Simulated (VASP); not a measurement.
# Hf2S in VASP: notebook

Runs on Hf2S. Level: r2SCAN. Tasks: single point.

All numbers are computed with VASP 6.6.1; they aren't measurements. Logs are shortened: lines on timing, memory, paths and dates and some standing lists are left out, and cuts for length are marked.

## (1) The cell of the first run

The structure is hexagonal, space group P6_3/mmc (No. 194). The conventional cell has a = 3.456 Å, b = 3.456 Å, c = 11.914 Å, α = 90.00°, β = 90.00°, γ = 120.00°. Within 3.6 Å of Hf (site symmetry 3m) lie 3 S at 2.68 Å and 10 Hf at 3.11 to 3.57 Å. Within 3.5 Å of S (site symmetry -6m2) lie 6 Hf at 2.68 Å and 6 S at 3.46 Å.

## (2) Single point, r2SCAN (20.54 Å³/atom)

File POSCAR:

```
Hf2S
1.0
    3.4559710170      0.0000000000      0.0000000000
   -1.7279855085      2.9929586955      0.0000000000
    0.0000000000      0.0000000000     11.9143290507
Hf S
4 2
Direct
    0.6666666667      0.3333333333      0.9000096456
    0.3333333333      0.6666666667      0.4000096456
    0.6666666667      0.3333333333      0.5999903544
    0.3333333333      0.6666666667      0.0999903544
    0.0000000000      0.0000000000      0.7500000000
    0.0000000000      0.0000000000      0.2500000000
```

File INCAR.step1:

```
SYSTEM = Hf2S
  PREC = Accurate
  ENCUT = 520
  ISMEAR = 0
  SIGMA = 0.1
  LREAL = .False.
  LASPH = .True.
  NELM = 60
  NBANDS = 35
  GGA = PE
  ALGO = Normal
  EDIFF = 1E-4
  LWAVE = .True.
  LCHARG = .False.
```

File INCAR.step2:

```
SYSTEM = Hf2S
  PREC = Accurate
  ENCUT = 520
  EDIFF = 1E-6
  ISMEAR = 0
  SIGMA = 0.1
  LREAL = .False.
  LASPH = .True.
  NELM = 60
  ALGO = Normal
  ISIF = 2
  LWAVE = .False.
  LCHARG = .False.
  METAGGA = R2SCAN
  LMIXTAU = .True.
  NBANDS = 35
  ISTART = 1
```

File KPOINTS:

```
Automatic mesh
0
Gamma
  12 12 4
  0 0 0
```

Potentials or basis: VASP PAW PBE potentials, release 64 (Hf_pv, S).

Started as:

```console
$ cat potpaw_PBE.64/Hf_pv/POTCAR potpaw_PBE.64/S/POTCAR > POTCAR
$ cp INCAR.step1 INCAR
$ mpirun -np 1 vasp_std > vasp.out
$ cp INCAR.step2 INCAR
$ mpirun -np 1 vasp_std > vasp.out
```

OUTCAR:

```text
SYSTEM = Hf2S
   PREC = Accurate
   ENCUT = 520
   EDIFF = 1E-6
   ISMEAR = 0
   LREAL = .False.
   LASPH = .True.
   NELM = 60
   ISIF = 2
   METAGGA = R2SCAN
   ISTART = 1

 ion  position               nearest neighbor table
   1  0.667  0.333  0.900-   5 2.68   5 2.68   5 2.68   4 3.11   4 3.11   4 3.11   3 3.57
   2  0.333  0.667  0.400-   6 2.68   6 2.68   6 2.68   3 3.11   3 3.11   3 3.11   4 3.57
   3  0.667  0.333  0.600-   5 2.68   5 2.68   5 2.68   2 3.11   2 3.11   2 3.11   1 3.57
   4  0.333  0.667  0.100-   6 2.68   6 2.68   6 2.68   1 3.11   1 3.11   1 3.11   2 3.57
   5  0.000  0.000  0.750-   1 2.68   3 2.68   1 2.68   3 2.68   1 2.68   3 2.68
   6  0.000  0.000  0.250-   2 2.68   4 2.68   2 2.68   4 2.68   2 2.68   4 2.68

  LATTYP: Found a hexagonal cell.
 ALAT       =     3.4559710170
 C/A-ratio  =     3.4474620858

  Lattice vectors:

 A1 = (   3.4559710170,   0.0000000000,   0.0000000000)
 A2 = (  -1.7279855085,   2.9929586955,   0.0000000000)
 A3 = (   0.0000000000,   0.0000000000,  11.9143290507)

Analysis of symmetry for initial positions (statically):
=====================================================================
 Subroutine PRICEL returns:
 Original cell was already a primitive cell.

 Routine SETGRP: Setting up the symmetry group for a
 hexagonal supercell.

 Subroutine GETGRP returns: Found 24 space group operations
 (whereof 12 operations were pure point group operations)
 out of a pool of 24 trial point group operations.

The static configuration has the point symmetry D_3d.
 The point group associated with its full space group is D_6h.

Analysis of symmetry for dynamics (positions and initial velocities):
=====================================================================
 Subroutine PRICEL returns:
 Original cell was already a primitive cell.

 Routine SETGRP: Setting up the symmetry group for a
 hexagonal supercell.

 Subroutine GETGRP returns: Found 24 space group operations
 (whereof 12 operations were pure point group operations)
 out of a pool of 24 trial point group operations.

The dynamic configuration has the point symmetry D_3d.
 The point group associated with its full space group is D_6h.

 Subroutine INISYM returns: Found 24 space group operations
 (whereof 12 operations are pure point group operations),
 and found     1 'primitive' translations

----------------------------------------------------------------------------------------

                                     Primitive cell

  volume of cell :     123.2368

  direct lattice vectors                    reciprocal lattice vectors
[... 102 lines left out ...]
   ISYM   =      2    0-nonsym 1-usesym 2-fastsym
   POTIM  = 0.5000    time-step for ionic-motion
   TEBEG  =    0.0;   TEEND  =   0.0 temperature during run
   PSTRESS=    0.0 pullay stress
   NELECT =      52.0000    total number of electrons
   NUPDOWN=      -1.0000    fix difference up-down
   EMIN   =  10.00;   EMAX   =-10.00  energy-range for DOS
   EFERMI =   0.00;   METHOD = LEGACY
   ISMEAR =     0;   SIGMA  =   0.10  broadening in eV -4-tet -1-fermi 0-gaus
   EFERMI_NEDOS =   21; number of points for ismear=-14 and -15
   IALGO  =     38    algorithm
   IMIX   =      4    mixing-type and parameters
     AMIX     =   0.40;   BMIX     =  1.00
     AMIX_MAG =   1.60;   BMIX_MAG =  1.00
  volume/ion in A,a.u.               =      20.54       138.61
  Fermi-wavevector in a.u.,A,eV,Ry     =   1.227899  2.320392 20.513977  1.507735
  Thomas-Fermi vector in A             =   2.362844
   LORBIT       =      0    0 simple, 1 ext, 2 COOP (PROOUT), +10 PAW based schemes
   METAGGA = R2SCAN    functional components
   LHFCALC =     F    Hartree Fock is set to
   AEXX    =    0.0000 exact exchange contribution
   IVDW    =     0    specifies the selected vdW correction
   LEPSILON=     F    determine dielectric tensor
   LRPA    =     F    only Hartree local field effects (RPA)
 non-spin polarized calculation
 Gauss-broadening in eV      SIGMA  =   0.10
  energy-cutoff  :      520.00
  volume of cell :      123.24
 maximum number of plane-waves:      3350
 NGX is ok and might be reduce to    28
   NGX = 13   NGY = 13   NGZ = 45

 number of electron      51.9999994 magnetization

 Free energy of the ion-electron system (eV)
  ---------------------------------------------------
  ext. energy  EPLUGINS =         0.00000000
  ---------------------------------------------------
  free energy    TOTEN  =      -203.49723362 eV

  energy without entropy =     -203.48369711  energy(sigma->0) =     -203.49046536

 E-fermi :   6.0694     XC(G=0): -11.8055

 val. band max:        6.0613586533   @ k =   0.0833   0.0833   0.0000
 cond. band min:       6.0730769890   @ k =   0.3333   0.2500   0.0000
 fundamental gap:      0.0117183357
 Fermi energy:         6.0693579560

 k-point     1 :       0.0000    0.0000    0.0000
  band No.  band energies     occupation
      1     -26.7503      2.00000
      2     -26.6595      2.00000
      3     -26.3638      2.00000
      4     -26.3214      2.00000
      5     -26.3214      2.00000
      6     -26.3141      2.00000
[... 901 lines left out ...]
     34       8.9140      0.00000
     35       9.3487      0.00000

 [... further k-points ...]

------------------------ aborting loop because EDIFF is reached ----------------------------------------

  FORCE on cell =-STRESS in cart. coord.  units (eV):
  Direction    XX          YY          ZZ          XY          YZ          ZX
  --------------------------------------------------------------------------------------
  -------------------------------------------------------------------------------------
  Total       -6.0911599     -6.0911599     -6.2834977      0.0000000      0.0000000     -0.0000000
  in kB      -79.1899697    -79.1899697    -81.6905159      0.0000000      0.0000000     -0.0000000
  external PRESSURE =     -80.0234851 kB  Pullay stress =       0.0000000 kB

 VOLUME and BASIS-vectors are now :
 -----------------------------------------------------------------------------
  energy-cutoff  :      520.00
  volume of cell :      123.24
      direct lattice vectors                 reciprocal lattice vectors
     3.455971017  0.000000000  0.000000000     0.289354278  0.167058771  0.000000000
    -1.727985508  2.992958696  0.000000000     0.000000000  0.334117541  0.000000000
     0.000000000  0.000000000 11.914329051     0.000000000  0.000000000  0.083932548

 POSITION                                       TOTAL-FORCE (eV/Angst)
 -----------------------------------------------------------------------------------
      1.72799      0.99765     10.72301        -0.000000     -0.000000     -0.013673
     -0.00000      1.99531      4.76585         0.000000      0.000000     -0.013673
      1.72799      0.99765      7.14848        -0.000000     -0.000000      0.013673
     -0.00000      1.99531      1.19132         0.000000      0.000000      0.013673
      0.00000      0.00000      8.93575        -0.000000     -0.000000     -0.000000
      0.00000      0.00000      2.97858         0.000000      0.000000     -0.000000
 -----------------------------------------------------------------------------------
    total drift:                               -0.000000     -0.000000     -0.000000

  FREE ENERGIE OF THE ION-ELECTRON SYSTEM (eV)
  ---------------------------------------------------
  free  energy   TOTEN  =      -203.4972336225 eV

  energy  without entropy=     -203.4836971057  energy(sigma->0) =     -203.49046536
```

It took 16 min on 1 thread of Intel Xeon 8259CL, shared host; peak memory 0.37 GiB.

Results:

```yaml
Free_energy: -203.4972 eV
Pressure: -8.0 GPa
Largest_force: 0.014 eV/Å
Band_gap_on_the_k_mesh: zero (bands 26 and 27 overlap by 0.78 eV)
```

Forces in eV/Å, atoms in the order of the input:
```
Hf   0.000  0.000 -0.014
Hf   0.000  0.000 -0.014
Hf   0.000  0.000  0.014
Hf   0.000  0.000  0.014
S    0.000  0.000  0.000
S    0.000  0.000  0.000
```

Caveat: the cell stands under tension; the PAW data sets were made with another functional, which shifts forces and pressure a little; spin-orbit coupling is left out, which moves the levels of the heavy elements.

[end of part 1 of 2]

The gap in the log of VASP goes by the Fermi energy; the results here count the filled bands.